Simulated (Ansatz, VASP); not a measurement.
**One calculation of SiC, two programs**

```
Si C
1.0
    -0.01401    2.17217    2.18618
     2.17217   -0.01401    2.18618
     2.15816    2.15816    0.00000
Si C
1 1
Direct
  0.99940 0.99940 0.00060
  0.25060 0.25060 0.24940
```

Alike in both runs: task single point; functional LDA; k mesh 10 × 10 × 10; no spin polarisation.

|  | VASP | Ansatz |
| --- | --- | --- |
| version | VASP 6.6.1 | Ansatz 0.2.0 |
| potentials or method | VASP PAW LDA potentials, release 64 (Si, C), cutoff 600 eV | scalar-relativistic, plane waves, PAW |
| occupations | gaussian, width 0.01 eV | fixed |
| valence electrons in the cell | 8 | 8 |

Ansatz gave:

* gap on the k mesh at the Fermi level (eV): 1.22
* least direct gap on the mesh (eV): 4.39
* pressure (GPa): -3.8
* traceless stress, the component that is largest in VASP (GPa): 3.18

Problem. What did VASP give for the same quantities?

Solution. gap on the k mesh at the Fermi level (eV): 1.20; least direct gap on the mesh (eV): 4.37; pressure (GPa): -3.5; traceless stress, the component that is largest in VASP (GPa): 3.20.

Ansatz warns that its potentials were made for another functional, while VASP's fit it. LDA's correlation is that of Perdew and Zunger in VASP and of Perdew and Wang (1992) in Ansatz.
